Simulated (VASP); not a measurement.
Write the native input for VASP 6.6.1 that does the following.

| Property | Result |
| --- | --- |
| Task | single point |
| Functional | LDA |
| Potentials or basis | VASP PAW LDA potentials, release 64 (B, P) |
| Cutoff | 520 eV |
| k mesh | 15 × 15 × 15 |
| Occupations | fermi-dirac, width 0.05 eV |
| Spin | no spin polarisation |
| Dipole correction | no |
| Further INCAR settings | ALGO = Normal; EDIFF = 1e-07; NBANDS = 11 |

The structure of BP lies in POSCAR:

```
BP
1.0
    0.0000000000      2.2690000000      2.2916900000
    2.2690000000      0.0000000000      2.2916900000
    2.2690000000      2.2690000000      0.0000000000
B P
1 1
Direct
    0.0000000000      0.0000000000      0.0000000000
    0.7500000000      0.7500000000      0.7500000000
```

This cell differs from its parent crystal: zz strain of +1 %.

These files were run (other wordings do the same):

INCAR

```
PREC = Accurate ; ENCUT = 520
EDIFF = 1E-7 ; ISMEAR = -1
SIGMA = 0.05 ; LREAL = F
LASPH = T ; NELM = 60
ALGO = Normal ; ISIF = 2
LWAVE = F ; LCHARG = F
GGA = CA ; NBANDS = 11
```

KPOINTS

```
regular mesh
0
Gamma
  15 15 15
```

Potentials or basis: VASP PAW LDA potentials, release 64 (B, P).

Command:

```sh
$ cat potpaw_LDA.64/B/POTCAR potpaw_LDA.64/P/POTCAR > POTCAR
$ mpirun -np 1 vasp_std > vasp.out
```

It gave:

| Item | Value |
| --- | --- |
| Pressure | -6.8 GPa |
| Band gap on the k mesh | 1.12 eV, indirect (least direct gap 3.31 eV) |

Caveat: the cell differs from its parent crystal (zz strain of +1 %).

It took 17 s on 1 thread of Intel(R) Xeon(R) 6975P-C (Granite Rapids), with other jobs on the host, peak memory 0.18 GiB.
